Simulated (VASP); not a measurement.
TiO2: relaxation of cell and atoms with PBE

Crystal: TiO2.

```xyz
3
Lattice="3.0118 0.0000 0.0000 -1.5059 2.6083 0.0000 0.0000 0.0000 4.5973" Properties=species:S:1:pos:R:3 pbc="T T T"
Ti    0.0000    0.0000    0.0000
O     0.0000    1.7389    1.5602
O     0.0000    1.7389    3.0370
```

The cell was generated, and may not be a known phase.

```
Program                : VASP 6.6.1
Task                   : relaxation of cell and atoms
Functional             : PBE
Potentials or basis    : VASP PAW PBE potentials, release 64 (Ti_sv, O_h)
Cutoff                 : 1340 eV
k mesh                 : 6 × 6 × 4
Occupations            : gaussian, width 0.1 eV
Spin                   : collinear spin
Starting moments       : [1.0, 0.0, 0.0] μB
Dipole correction      : no
Further INCAR settings : ALGO = Normal; EDIFF = 1e-07; IBRION = 2; EDIFFG = -0.04; NSW = 90; ISIF = 3
```

```yaml
Relaxed_volume: 13.41 Å³/atom
Relaxed_cell: a = 2.882 Å, b = 2.882 Å, c = 5.593 Å, α = 90.00°, β = 90.00°, γ = 120.00°
Space_group_after_relaxing_to_0.1_Å: P-6m2 (No. 187)
Energy_gained_by_relaxing: 1324.7 meV/atom
Ionic_steps: 29
Pressure_after_relaxing: 0.3 GPa
Largest_force_after_relaxing: 0.014 eV/Å
Band_gap_on_the_k_mesh: 1.07 eV (least direct gap 1.35 eV)
Net_moment: 0.00 μB per cell
Valence_electrons_inside_the_program's_atomic_spheres: Ti 10.31; O 3.35
```

Forces in eV/Å, atoms in the order of the input:
```
Ti   0.000  0.000  0.000
O    0.000  0.000 -0.014
O    0.000  0.000  0.014
```

Stress tensor (GPa, compression positive):
```
0.24 0.00 0.00
0.00 0.24 0.00
0.00 0.00 0.33
```

The path:
| step | energy change (eV) | largest force (eV/Å) | pressure (GPa) | volume (Å³) |
| --- | --- | --- | --- | --- |
| 1 | 0.0000 | 3.7325 | -23.89 | 36.12 |
| 2 | -1.7602 | 3.9669 | 28.72 | 27.40 |
| 3 | -1.7865 | 4.2722 | 21.65 | 27.95 |
| 4 | -2.1955 | 3.3596 | 57.29 | 27.24 |
| 5 | -2.4638 | 0.3103 | 41.36 | 27.48 |
| 6 | -3.3948 | 0.3664 | 7.19 | 32.48 |
| 7 | -3.5220 | 0.4957 | -1.93 | 34.90 |
| 8 | -3.4293 | 0.5649 | -13.02 | 40.03 |
| 9 | -3.5268 | 0.6401 | -7.11 | 36.93 |
| 10 | -3.8631 | 0.7273 | -5.68 | 36.85 |
| 11 | -3.8797 | 1.0245 | -5.10 | 36.80 |
| 12 | -3.9101 | 0.1752 | 5.87 | 35.47 |
| 13 | -3.9188 | 0.2287 | 2.18 | 35.88 |
| 14 | -3.9279 | 0.1162 | 1.84 | 36.24 |
| 15 | -3.9416 | 0.2321 | 0.96 | 37.32 |
| 16 | -3.9481 | 0.0910 | 0.23 | 37.61 |
| 17 | -3.9562 | 0.3002 | -1.81 | 38.47 |
| 18 | -3.9617 | 0.2626 | -0.90 | 38.59 |
| 19 | -3.9658 | 0.1920 | 0.65 | 38.78 |
| 20 | -3.9659 | 0.1808 | 0.88 | 38.81 |
| 21 | -3.9690 | 0.0280 | 1.16 | 39.09 |
| 22 | -3.9702 | 0.1523 | 1.45 | 39.40 |
| 23 | -3.9724 | 0.0802 | 0.30 | 39.92 |
| 24 | -3.9727 | 0.0446 | -0.21 | 40.16 |
| 25 | -3.9734 | 0.0351 | -0.29 | 40.21 |
| 26 | -3.9735 | 0.0902 | -0.35 | 40.25 |
| 27 | -3.9738 | 0.0468 | 0.19 | 40.20 |
| 28 | -3.9738 | 0.0413 | 0.26 | 40.19 |
| 29 | -3.9740 | 0.0136 | 0.27 | 40.24 |

Final structure:
```cif
data_structure
_symmetry_space_group_name_H-M 'P 1'
_symmetry_Int_Tables_number 1
_cell_length_a 2.8822
_cell_length_b 2.8822
_cell_length_c 5.5928
_cell_angle_alpha 90.000
_cell_angle_beta 90.000
_cell_angle_gamma 120.000
_cell_volume 40.24
loop_
_atom_site_label
_atom_site_type_symbol
_atom_site_fract_x
_atom_site_fract_y
_atom_site_fract_z
_atom_site_occupancy
Ti1 Ti 0.00000 0.00000 0.00000 1
O1 O 0.33333 0.66667 0.20182 1
O2 O 0.33333 0.66667 0.79818 1
```

Levels at points of the mesh, in eV from the valence-band top:
Spin up:
```tsv
k point	band 8	band 9	band 10	band 11	band 12	band 13	band 14	band 15	band 16	band 17
(0.00, 0.00, 0.00)	-3.10	-3.10	-1.77	-1.77	-0.10	2.81	3.98	3.98	4.00	4.00
(0.50, 0.00, 0.00)	-3.49	-3.40	-3.02	-1.79	-0.25	1.43	3.61	3.67	4.76	5.47
(0.00, 0.00, 0.50)	-3.09	-3.09	-1.78	-1.78	-0.79	3.01	3.97	3.97	4.01	4.01
(0.50, 0.00, 0.50)	-3.57	-3.19	-3.03	-1.77	-0.58	1.51	3.62	3.68	4.66	5.46
```
Spin down:
```
           k point  band 10  band 11  band 12  band 13  band 14  band 15
(0.00, 0.00, 0.00)    -1.77    -1.77    -0.10     2.81     3.98     3.98
(0.50, 0.00, 0.00)    -3.02    -1.79    -0.25     1.43     3.61     3.67
(0.00, 0.00, 0.50)    -1.78    -1.78    -0.79     3.01     3.97     3.97
(0.50, 0.00, 0.50)    -3.03    -1.77    -0.58     1.51     3.62     3.68
```

It took 17 min on 1 thread of AMD EPYC 9R45 96-Core Processor (Zen 5), on a shared host, peak memory 0.35 GiB.

Caveat: a cell axis changed by over 15 % at a fixed basis, so the end point is rough. A k mesh can miss the band edges.
